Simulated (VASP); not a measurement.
# SnO2 (Pmn2_1) in VASP: further runs

SnO2 is run at these levels: LDA; tasks: single point.

Program: VASP 6.6.1. These are calculated values, not measurements. Logs are shortened: lines on timing, memory, paths and dates and some standing lists are left out, and cuts for length are marked.

**1. The cell of the first run**

Symmetry: Pmn2_1, No. 31, orthorhombic system. Conventional cell: a = 3.189 Å, b = 4.720 Å, c = 4.721 Å, α = 90.00°, β = 90.00°, γ = 90.00°. Sn (site symmetry m) has 6 O at 2.04 to 2.07 Å within 2.7 Å. Within 2.7 Å of O (site symmetry m) lie 3 Sn at 2.05 to 2.06 Å and 1 O at 2.60 Å. O (site symmetry m) has 3 Sn at 2.04 to 2.07 Å and 1 O at 2.60 Å within 2.7 Å.

**2. Single point, LDA (atoms displaced along a vibrational mode)**

File INCAR:

```
SYSTEM = SnO2
PREC = Accurate ; ENCUT = 520
EDIFF = 1E-6 ; ISMEAR = 0
SIGMA = 0.05 ; LREAL = .False.
LASPH = .True. ; NELM = 80
ALGO = Normal ; ISIF = 2
LWAVE = .False. ; LCHARG = .True.
GGA = CA ; LELF = .True.
LVHAR = .True. ; NBANDS = 35
```

File KPOINTS:

```
regular mesh
0
Gamma
  6 6 8
  0 0 0
```

File POSCAR:

```
SnO2
1.0
    4.7201335122      0.0000000000      0.0000000000
    0.0000000000      4.7206343096      0.0000000000
    0.0000000000      0.0000000000      3.1888226875
Sn O
2 4
Direct
    0.4978314689      0.4974954351      0.5000000000
    0.0021729791     -0.0025084053      0.0000000000
    0.2845310885      0.3289095025      0.0000000000
    0.8005608284      0.1896882127      0.5000000000
    0.2154524094      0.8288952982      0.5000000000
    0.6994226696      0.6897024171      0.0000000000
```

Potentials or basis: VASP PAW LDA potentials, release 64 (Sn_d, O).

Started as:

```
$ cat potpaw_LDA.64/Sn_d/POTCAR potpaw_LDA.64/O/POTCAR > POTCAR
$ mpirun -np 1 vasp_std > vasp.out
```

OUTCAR:

```text
SYSTEM = SnO2
   PREC = Accurate
   ENCUT = 520
   EDIFF = 1E-6
   ISMEAR = 0
   LREAL = .False.
   LASPH = .True.
   NELM = 80
   ISIF = 2
   GGA = CA

 ion  position               nearest neighbor table
   1  0.498  0.497  0.500-   4 2.04   3 2.05   3 2.05   5 2.06   6 2.07   6 2.07   2 3.69   2 3.69
                             2 3.69   2 3.69   2 3.71   2 3.71   2 3.71   2 3.71
   2  0.002  0.997  0.000-   6 2.04   5 2.05   5 2.05   3 2.06   4 2.07   4 2.07   1 3.69   1 3.69
                             1 3.69   1 3.69   1 3.71   1 3.71   1 3.71   1 3.71
   3  0.285  0.329  0.000-   1 2.05   1 2.05   2 2.06
   4  0.801  0.190  0.500-   1 2.04   2 2.07   2 2.07
   5  0.215  0.829  0.500-   2 2.05   2 2.05   1 2.06
   6  0.699  0.690  0.000-   2 2.04   1 2.07   1 2.07

  LATTYP: Found a simple orthorhombic cell.
 ALAT       =     3.1888226875
 B/A-ratio  =     1.4802119700
 C/A-ratio  =     1.4803690177

  Lattice vectors:

 A1 = (   0.0000000000,   0.0000000000,   3.1888226875)
 A2 = (   4.7201335122,   0.0000000000,   0.0000000000)
 A3 = (   0.0000000000,   4.7206343096,   0.0000000000)

Analysis of symmetry for initial positions (statically):
=====================================================================
 Subroutine PRICEL returns:
 Original cell was already a primitive cell.

 Routine SETGRP: Setting up the symmetry group for a
 simple orthorhombic supercell.

 Subroutine GETGRP returns: Found  2 space group operations
 (whereof  2 operations were pure point group operations)
 out of a pool of  8 trial point group operations.

The static configuration has the point symmetry C_1h.

Analysis of symmetry for dynamics (positions and initial velocities):
=====================================================================
 Subroutine PRICEL returns:
 Original cell was already a primitive cell.

 Routine SETGRP: Setting up the symmetry group for a
 simple orthorhombic supercell.

 Subroutine GETGRP returns: Found  2 space group operations
 (whereof  2 operations were pure point group operations)
 out of a pool of  8 trial point group operations.

The dynamic configuration has the point symmetry C_1h.

 Subroutine INISYM returns: Found  2 space group operations
 (whereof  2 operations are pure point group operations),
 and found     1 'primitive' translations

----------------------------------------------------------------------------------------

                                     Primitive cell

  volume of cell :      71.0534

  direct lattice vectors                    reciprocal lattice vectors
     4.720133512  0.000000000  0.000000000     0.211858414  0.000000000  0.000000000
     0.000000000  4.720634310  0.000000000     0.000000000  0.211835939  0.000000000
     0.000000000  0.000000000  3.188822688     0.000000000  0.000000000  0.313595360

  length of vectors
     4.720133512  4.720634310  3.188822688     0.211858414  0.211835939  0.313595360

  position of ions in fractional coordinates (direct lattice)
     0.497831469  0.497495435  0.500000000
     0.002172979  0.997491595  0.000000000
     0.284531089  0.328909502  0.000000000
     0.800560828  0.189688213  0.500000000
     0.215452409  0.828895298  0.500000000
     0.699422670  0.689702417  0.000000000

  ion indices of the primitive-cell ions
   primitive index   ion index
                 1           1
                 2           2
                 3           3
                 4           4
                 5           5
                 6           6

----------------------------------------------------------------------------------------

 KPOINTS: regular mesh

Automatic generation of k-mesh.
 Grid dimensions read from file:
 generate k-points for:    6    6    8

 Generating k-lattice:

  Cartesian coordinates                     Fractional coordinates (reciprocal lattice)
     0.035309736  0.000000000  0.000000000     0.166666667  0.000000000  0.000000000
     0.000000000  0.035305990  0.000000000     0.000000000  0.166666667  0.000000000
     0.000000000  0.000000000  0.039199420     0.000000000  0.000000000  0.125000000

  Length of vectors
     0.035309736  0.035305990  0.039199420

  Shift w.r.t. Gamma in fractional coordinates (k-lattice)
     0.000000000  0.000000000  0.000000000

 Subroutine IBZKPT returns following result:
 ===========================================

 Found    100 irreducible k-points:

 Following reciprocal coordinates:
            Coordinates               Weight
  0.000000  0.000000  0.000000      1.000000
  0.166667  0.000000  0.000000      2.000000
  0.333333  0.000000  0.000000      2.000000
  0.500000  0.000000  0.000000      1.000000
  0.000000  0.166667  0.000000      2.000000
  0.166667  0.166667  0.000000      2.000000
[... 16 lines left out ...]
  0.333333  0.000000  0.125000      4.000000
  0.500000  0.000000  0.125000      2.000000
 [... further k-points ...]
   k-points           NKPTS =    100   k-points in BZ     NKDIM =    100   number of bands    NBANDS=     35
   number of dos      NEDOS =    301   number of ions     NIONS =      6
   total plane-waves  NPLWV =  31104
   dimension x,y,z NGX =    36 NGY =   36 NGZ =   24
   dimension x,y,z NGXF=    72 NGYF=   72 NGZF=   48
   ions per type =               2   4
   NGX,Y,Z   is equivalent  to a cutoff of  12.68, 12.68, 12.51 a.u.
   NGXF,Y,Z  is equivalent  to a cutoff of  25.36, 25.36, 25.02 a.u.
 SYSTEM =  SnO2
   PREC   = accura    normal or accurate (medium, high low for compatibility)
   ISTART =      0    job   : 0-new  1-cont  2-samecut
   ICHARG =      2    charge: 1-file 2-atom 10-const
   ISPIN  =      1    spin polarized calculation?
   LNONCOLLINEAR =      F non collinear calculations
   LSORBIT =      F    spin-orbit coupling
   LASPH  =      T    aspherical Exc in radial PAW
   ENCUT  =  520.0 eV  38.22 Ry    6.18 a.u.   8.78  8.78  5.93*2*pi/ulx,y,z
   NELM   =     80;   NELMIN=  2; NELMDL= -5     # of ELM steps
   EDIFF  = 0.1E-05   stopping-criterion for ELM
   LREAL  =      F    real-space projection
   EDIFFG = 0.1E-04   stopping-criterion for IOM
   NSW    =      0    number of steps for IOM
   IBRION =     -1    ionic relax: 0-MD 1-quasi-New 2-CG
   NFREE  =      0    steps in history (QN), initial steepest desc. (CG)
   ISIF   =      2    stress and relaxation
   ISYM   =      2    0-nonsym 1-usesym 2-fastsym
   POTIM  = 0.5000    time-step for ionic-motion
   TEBEG  =    0.0;   TEEND  =   0.0 temperature during run
   PSTRESS=    0.0 pullay stress
   NELECT =      52.0000    total number of electrons
   NUPDOWN=      -1.0000    fix difference up-down
   EMIN   =  10.00;   EMAX   =-10.00  energy-range for DOS
   EFERMI =   0.00;   METHOD = LEGACY
   ISMEAR =     0;   SIGMA  =   0.05  broadening in eV -4-tet -1-fermi 0-gaus
   EFERMI_NEDOS =   21; number of points for ismear=-14 and -15
   IALGO  =     38    algorithm
   IMIX   =      4    mixing-type and parameters
     AMIX     =   0.40;   BMIX     =  1.00
     AMIX_MAG =   1.60;   BMIX_MAG =  1.00
  volume/ion in A,a.u.               =      11.84        79.92
  Fermi-wavevector in a.u.,A,eV,Ry     =   1.475302  2.787917 29.613299  2.176516
  Thomas-Fermi vector in A             =   2.589968
   LORBIT       =      0    0 simple, 1 ext, 2 COOP (PROOUT), +10 PAW based schemes
   GGA     = CA    functional components
   LHFCALC =     F    Hartree Fock is set to
   AEXX    =    0.0000 exact exchange contribution
   IVDW    =     0    specifies the selected vdW correction
   LEPSILON=     F    determine dielectric tensor
   LRPA    =     F    only Hartree local field effects (RPA)
 non-spin polarized calculation
 Gauss-broadening in eV      SIGMA  =   0.05
  energy-cutoff  :      520.00
  volume of cell :       71.05
 maximum number of plane-waves:      1933
 NGX is ok and might be reduce to    36
   NGX = 17   NGY = 17   NGZ = 11

 number of electron      51.9999988 magnetization

 Free energy of the ion-electron system (eV)
  ---------------------------------------------------
  ext. energy  EPLUGINS =         0.00000000
  ---------------------------------------------------
  free energy    TOTEN  =       -42.24683035 eV

  energy without entropy =      -42.24683035  energy(sigma->0) =      -42.24683035

 E-fermi :   6.1220     XC(G=0): -11.8433

 val. band max:        5.9011920275   @ k =   0.0000   0.0000   0.0000
 cond. band min:       7.1639918983   @ k =   0.0000   0.0000   0.0000
 fundamental gap:      1.2627998708
 Fermi energy:         6.1220428804

 k-point     1 :       0.0000    0.0000    0.0000
  band No.  band energies     occupation
      1     -15.0553      2.00000
      2     -14.2845      2.00000
      3     -14.0130      2.00000
      4     -13.9944      2.00000
      5     -13.9882      2.00000
      6     -13.9120      2.00000
[... 27 lines left out ...]
     34      17.7764      0.00000
     35      18.4827      0.00000

 k-point     2 :       0.1667    0.0000    0.0000
  band No.  band energies     occupation
      1     -15.0126      2.00000
      2     -14.3325      2.00000
      3     -14.0124      2.00000
      4     -13.9922      2.00000
      5     -13.9863      2.00000
      6     -13.9481      2.00000
[... 27 lines left out ...]
     34      17.9369      0.00000
     35      18.6009      0.00000

 k-point     3 :       0.3333    0.0000    0.0000
  band No.  band energies     occupation
      1     -14.8888      2.00000
      2     -14.4883      2.00000
      3     -14.0109      2.00000
      4     -13.9901      2.00000
      5     -13.9875      2.00000
      6     -13.9827      2.00000
[... 27 lines left out ...]
     34      18.1967      0.00000
     35      18.4364      0.00000
[... 723 lines left out ...]
 k-point    23 :       0.3333    0.0000    0.1250
  band No.  band energies     occupation
      1     -14.8336      2.00000
      2     -14.4638      2.00000
      3     -14.1504      2.00000
      4     -14.1171      2.00000
      5     -13.9592      2.00000
      6     -13.9203      2.00000
[... 27 lines left out ...]
     34      18.2610      0.00000
     35      18.3894      0.00000

 k-point    24 :       0.5000    0.0000    0.1250
  band No.  band energies     occupation
      1     -14.6794      2.00000
      2     -14.6485      2.00000
      3     -14.1516      2.00000
      4     -14.1172      2.00000
      5     -13.9397      2.00000
      6     -13.9356      2.00000
[... 27 lines left out ...]
     34      18.2237      0.00000
     35      18.5215      0.00000

 [... further k-points ...]

------------------------ aborting loop because EDIFF is reached ----------------------------------------

  FORCE on cell =-STRESS in cart. coord.  units (eV):
  Direction    XX          YY          ZZ          XY          YZ          ZX
  --------------------------------------------------------------------------------------
  -------------------------------------------------------------------------------------
  Total        0.0997502      0.4343591      0.5722507     -0.0000457      0.0000000      0.0000000
  in kB        2.2492583      9.7943252     12.9036297     -0.0010315      0.0000000      0.0000000
  external PRESSURE =       8.3157377 kB  Pullay stress =       0.0000000 kB

 VOLUME and BASIS-vectors are now :
 -----------------------------------------------------------------------------
  energy-cutoff  :      520.00
  volume of cell :       71.05
      direct lattice vectors                 reciprocal lattice vectors
     4.720133512  0.000000000  0.000000000     0.211858414  0.000000000  0.000000000
     0.000000000  4.720634310  0.000000000     0.000000000  0.211835939  0.000000000
     0.000000000  0.000000000  3.188822688     0.000000000  0.000000000  0.313595360

 POSITION                                       TOTAL-FORCE (eV/Angst)
 -----------------------------------------------------------------------------------
      2.34983      2.34849      1.59441         0.164034      0.257301      0.000000
      0.01026      4.70879      0.00000        -0.164515      0.257814      0.000000
      1.34302      1.55266      0.00000         0.119439     -0.170003      0.000000
      3.77875      0.89545      1.59441        -0.057516     -0.087558      0.000000
      1.01696      3.91291      1.59441        -0.119202     -0.169774      0.000000
      3.30137      3.25583      0.00000         0.057760     -0.087780      0.000000
 -----------------------------------------------------------------------------------
    total drift:                               -0.000058     -0.000011     -0.000002

  FREE ENERGIE OF THE ION-ELECTRON SYSTEM (eV)
  ---------------------------------------------------
  free  energy   TOTEN  =       -42.2468303508 eV

  energy  without entropy=      -42.2468303508  energy(sigma->0) =      -42.24683035
```

It took 70 s on 1 thread of Intel Xeon 6975P-C (Granite Rapids), shared host; peak memory 0.29 GiB.

What came out:

```
Free energy            : -42.2468 eV
Pressure               : 0.8 GPa
Largest force          : 0.306 eV/Å
Band gap on the k mesh : 1.26 eV
```

Forces in eV/Å, atoms in the order of the input:
```
Sn   0.164  0.257  0.000
Sn  -0.165  0.258  0.000
O    0.119 -0.170  0.000
O   -0.058 -0.088  0.000
O   -0.119 -0.170  0.000
O    0.058 -0.088  0.000
```

Stress tensor (GPa, compression positive):
```
0.22 0.00 0.00
0.00 0.98 0.00
0.00 0.00 1.29
```

Levels at points of the mesh, in eV from the valence-band top:
```csv
k point,band 23,band 24,band 25,band 26,band 27,band 28,band 29,band 30
"(0.00, 0.00, 0.00)",-1.17,-0.76,-0.71,0.00,1.26,5.81,6.12,6.35
"(0.50, 0.00, 0.00)",-1.24,-1.11,-0.51,-0.51,4.27,4.34,6.63,6.67
"(0.00, 0.50, 0.00)",-1.17,-1.17,-0.65,-0.65,4.46,4.46,7.12,7.12
"(0.50, 0.50, 0.00)",-1.30,-1.30,-0.85,-0.84,4.78,4.78,7.35,7.35
"(0.00, 0.00, 0.50)",-1.69,-1.69,-1.20,-1.20,6.08,6.08,9.51,9.51
"(0.50, 0.00, 0.50)",-1.01,-1.01,-0.73,-0.73,6.39,6.39,8.02,8.02
"(0.00, 0.50, 0.50)",-1.17,-1.17,-0.60,-0.60,6.30,6.30,7.85,7.85
"(0.50, 0.50, 0.50)",-0.96,-0.96,-0.76,-0.76,4.76,4.76,8.68,8.68
```

Caveat: the cell differs from its parent crystal (atoms displaced along a vibrational mode); spin-orbit coupling is left out, which moves the levels of the heavy elements.

(Part 1 of 2 ends here.)
